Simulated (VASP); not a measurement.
# Si5P2 (P-3m1) in VASP: further runs, part 2 of 2

VASP 6.6.1.

### 3 Relaxation of cell and atoms, PBE

INCAR reads:

```
PREC     = Accurate       # precision mode
ENCUT    = 600            # plane-wave cutoff, eV
EDIFF    = 1E-6           # SCF threshold, eV
ISMEAR   = 0              # smearing method
SIGMA    = 0.01           # smearing width, eV
LREAL    = False          # projectors in reciprocal space
LASPH    = True           # aspherical terms in the spheres
NELM     = 100            # most SCF steps
ALGO     = Normal         # electronic algorithm
ISIF     = 3              # what is computed and relaxed
LWAVE    = False          # write WAVECAR
LCHARG   = False          # write CHGCAR
GGA      = PE             # functional
IBRION   = 2              # ionic algorithm
NSW      = 80             # ionic steps
EDIFFG   = -0.001         # ionic threshold
KPAR     = 4
```

KPOINTS reads:

```
regular mesh
0
Gamma
  12 12 1
```

POSCAR reads:

```
Si5P2
1.0
    3.6864522153      0.0000000000      0.0000000000
   -1.8432261076      3.1925612683      0.0000000000
    0.0000000000      0.0000000000     26.4805206594
Si P
10 4
Direct
    0.6666666667      0.3333333333      0.8947912187
    0.3333333333      0.6666666667      0.1052087813
    0.3333333333      0.6666666667      0.0163864336
    0.6666666667      0.3333333333      0.9836135664
    0.6666666667      0.3333333333      0.3337894873
    0.0000000000      0.0000000000      0.4554232675
    0.6666666667      0.3333333333      0.4226176433
    0.3333333333      0.6666666667      0.6662105127
    0.0000000000      0.0000000000      0.5445767325
    0.3333333333      0.6666666667      0.5773823567
    0.0000000000      0.0000000000      0.8585893720
    0.0000000000      0.0000000000      0.1414106280
    0.3333333333      0.6666666667      0.2975403603
    0.6666666667      0.3333333333      0.7024596397
```

Potentials or basis: VASP PAW PBE potentials, release 64 (Si, P).

On the command line:

```console
cat potpaw_PBE.64/Si/POTCAR potpaw_PBE.64/P/POTCAR > POTCAR
mpirun -np 4 vasp_std > vasp.out
```

Run time: 6.6 min. Hardware: 4 MPI ranks of Intel Xeon Platinum 8488C (Sapphire Rapids), shared host; peak memory 0.61 GiB.

The run converged. Its results:

| Quantity | Value |
| --- | --- |
| Free energy | -76.2689 eV |
| Relaxed volume | 22.24 Å³/atom |
| Relaxed cell | a = 3.685 Å, b = 3.685 Å, c = 26.471 Å, α = 90.00°, β = 90.00°, γ = 120.00° |
| Space group after relaxing (to 0.1 Å) | P-3m1 (No. 164) |
| Energy gained by relaxing | 0.0 meV/atom |
| Ionic steps | 12 |
| Pressure after relaxing | 0.0 GPa |
| Band gap on the k mesh | 0.65 eV (least direct gap 1.33 eV) |

The path:
| step | energy change (eV) | largest force (eV/Å) | pressure (GPa) | volume (Å³) |
| --- | --- | --- | --- | --- |
| 1 | 0.0000 | 0.0154 | -0.09 | 311.66 |
| 2 | -0.0001 | 0.0107 | 0.06 | 311.09 |
| 3 | -0.0001 | 0.0040 | 0.00 | 311.31 |
| 4 | -0.0001 | 0.0036 | 0.00 | 311.33 |
| 5 | -0.0001 | 0.0034 | 0.00 | 311.33 |
| 6 | -0.0001 | 0.0018 | 0.00 | 311.32 |
| 7 | -0.0001 | 0.0032 | 0.00 | 311.32 |
| 8 | -0.0001 | 0.0025 | 0.00 | 311.32 |
| 9 | -0.0001 | 0.0020 | 0.00 | 311.32 |
| 10 | -0.0001 | 0.0019 | 0.00 | 311.32 |
| 11 | -0.0001 | 0.0010 | 0.00 | 311.32 |
| 12 | -0.0001 | 0.0007 | 0.00 | 311.32 |

Final structure:
```
CELL_PARAMETERS angstrom
3.68510 0.00000 0.00000
-1.84255 3.19139 0.00000
0.00000 0.00000 26.47147
ATOMIC_POSITIONS crystal
Si 0.66667 0.33333 0.89478
Si 0.33333 0.66667 0.10522
Si 0.33333 0.66667 0.01638
Si 0.66667 0.33333 0.98362
Si 0.66667 0.33333 0.33378
Si 0.00000 0.00000 0.45542
Si 0.66667 0.33333 0.42262
Si 0.33333 0.66667 0.66622
Si 0.00000 0.00000 0.54458
Si 0.33333 0.66667 0.57738
P 0.00000 0.00000 0.85861
P 0.00000 0.00000 0.14139
P 0.33333 0.66667 0.29756
P 0.66667 0.33333 0.70244
```

Levels at points of the mesh, in eV from the valence-band top:
```tsv
k point	band 28	band 29	band 30	band 31	band 32	band 33
(0.00, 0.00, 0.00)	-0.13	0.00	0.00	1.33	1.41	1.59
(0.50, 0.00, 0.00)	-1.50	-1.39	-1.31	0.72	0.79	0.87
```

Caveat: this functional lacks dispersion, which binds layers or chains, so the pressure and a relaxed spacing across them are unreliable.

### 4 Relaxation of shape and atoms at fixed volume, PBE (22.93 Å³/atom)

This run uses another cell than the first one, of 22.93 Å³/atom.

INCAR reads:

```
SYSTEM = Si5P2
ALGO = Normal
EDIFF = 1E-6
EDIFFG = -0.01
ENCUT = 600
GGA = PE
IBRION = 2
ISIF = 4
ISMEAR = 0
KPAR = 4
LASPH = .TRUE.
LCHARG = .FALSE.
LREAL = .FALSE.
LWAVE = .FALSE.
NELM = 80
NSW = 50
PREC = Accurate
SIGMA = 0.02
```

KPOINTS reads:

```
k-points
0
G
  12 12 1
  0 0 0
```

POSCAR: that of step 3 with these lines changed.

```diff
@@ -2,5 +2,5 @@
 1.0
-    3.6864522153      0.0000000000      0.0000000000
-   -1.8432261076      3.1925612683      0.0000000000
-    0.0000000000      0.0000000000     26.4805206594
+    3.7229541161      0.0000000000      0.0000000000
+   -1.8614770580      3.2241728417      0.0000000000
+    0.0000000000      0.0000000000     26.7427210844
 Si P
```

On the command line:

```console
cat potpaw_PBE.64/Si/POTCAR potpaw_PBE.64/P/POTCAR > POTCAR
mpirun -np 4 vasp_std > vasp.out
```

Wall time 27 min (4 MPI ranks of Intel Xeon Platinum 8488C (Sapphire Rapids), shared host); peak memory 0.61 GiB.

It converged, with:

| Item | Value |
| --- | --- |
| Free energy | -76.2676 eV |
| Energy gained by relaxing | 4.9 meV/atom |
| Ionic steps | 22 |
| Pressure after relaxing | 0.0 GPa |
| Largest force after relaxing | 0.004 eV/Å |
| Band gap on the k mesh | 0.67 eV (least direct gap 1.34 eV) |

Forces on the atoms (eV/Å):
```
Si   0.000  0.000  0.004
Si   0.000  0.000 -0.004
Si   0.000  0.000  0.001
Si   0.000  0.000 -0.001
Si   0.000  0.000  0.001
Si   0.000  0.000  0.003
Si   0.000  0.000 -0.004
Si   0.000  0.000 -0.001
Si   0.000  0.000 -0.003
Si   0.000  0.000  0.004
P    0.000  0.000 -0.002
P    0.000  0.000  0.002
P    0.000  0.000 -0.002
P    0.000  0.000  0.002
```

Step by step:
```csv
step,energy change (eV),largest force (eV/Å),pressure (GPa),volume (Å³)
1,0.0000,0.1947,-2.23,321.00
2,-0.0072,0.1265,-2.07,321.00
3,-0.0086,0.1984,-1.97,321.00
4,-0.0137,0.1930,-1.89,321.00
5,-0.0260,0.1769,-1.64,321.00
6,-0.0370,0.1786,-1.14,321.00
7,-0.0444,0.1616,-0.99,321.00
8,-0.0578,0.1299,-0.56,321.00
9,-0.0444,0.2749,0.32,321.00
10,-0.0596,0.1499,-0.34,321.00
11,-0.0625,0.0794,-0.27,321.00
12,-0.0632,0.0932,-0.21,321.00
13,-0.0645,0.0523,-0.16,321.00
14,-0.0647,0.0663,-0.13,321.00
15,-0.0660,0.0642,-0.11,321.00
16,-0.0667,0.0599,-0.08,321.00
17,-0.0677,0.0283,-0.04,321.00
18,-0.0678,0.0313,-0.03,321.00
19,-0.0678,0.0338,-0.03,321.00
20,-0.0680,0.0176,-0.03,321.00
21,-0.0680,0.0114,-0.03,321.00
22,-0.0680,0.0039,-0.03,321.00
```

Final structure:
```xyz
14
Lattice="3.6852 0.0000 0.0000 -1.8426 3.1915 0.0000 0.0000 0.0000 27.2936" Properties=species:S:1:pos:R:3 pbc="T T T"
Si    1.8426    1.0638   24.5075
Si    0.0000    2.1276    2.7861
Si    0.0000    2.1276    0.4339
Si    1.8426    1.0638   26.8597
Si    1.8426    1.0638    9.2467
Si   -1.8426    3.1915   12.4667
Si    1.8426    1.0638   11.5987
Si    0.0000    2.1276   18.0470
Si    0.0000    0.0000   14.8269
Si    0.0000    2.1276   15.6949
P     0.0000    0.0000   23.5500
P     0.0000    0.0000    3.7436
P     0.0000    2.1276    8.2880
P     1.8426    1.0638   19.0056
```

Levels at points of the mesh, in eV from the valence-band top:
| k point | band 26 | band 27 | band 28 | band 29 | band 30 | band 31 | band 32 | band 33 | band 34 | band 35 |
| --- | --- | --- | --- | --- | --- | --- | --- | --- | --- | --- |
| (0.00, 0.00, 0.00) | -0.25 | -0.25 | -0.23 | 0.00 | 0.00 | 1.34 | 1.40 | 1.60 | 1.69 | 2.52 |
| (0.50, 0.00, 0.00) | -1.97 | -1.79 | -1.50 | -1.38 | -1.31 | 0.73 | 0.81 | 0.87 | 0.94 | 1.00 |

Caveat: this functional lacks dispersion, which binds layers or chains, so the pressure and a relaxed spacing across them are unreliable. A k mesh can miss the band edges.

### 5 Overview

| task | cell | smearing | gap on the mesh (eV) | pressure (GPa) | relaxed volume (Å³/atom) |
| --- | --- | --- | --- | --- | --- |
| relaxation of cell and atoms | relaxed from a = 3.686, b = 3.686, c = 26.481 Å, angles 90.0, 90.0, 120.0°, 14 atoms | gaussian 0.02 eV | 0.65 | 0.0 | 22.24 |
| relaxation of cell and atoms | relaxed from a = 3.686, b = 3.686, c = 26.481 Å, angles 90.0, 90.0, 120.0°, 14 atoms | gaussian 0.01 eV | 0.65 | 0.0 | 22.24 |
| relaxation of shape and atoms at fixed volume | relaxed from a = 3.723, b = 3.723, c = 26.743 Å, angles 90.0, 90.0, 120.0°, 14 atoms | gaussian 0.02 eV | 0.67 | 0.0 | 22.93 |

Alike in all rows: level PBE; potentials or basis VASP PAW PBE potentials, release 64 (Si, P); no spin polarisation; k mesh 12 × 12 × 1; cutoff (eV) 600.

Caveats: this functional lacks dispersion, which binds layers or chains, so the pressure and a relaxed spacing across them are unreliable.

Total energies depend on the potentials used, so only differences within one code and one set of settings carry meaning.
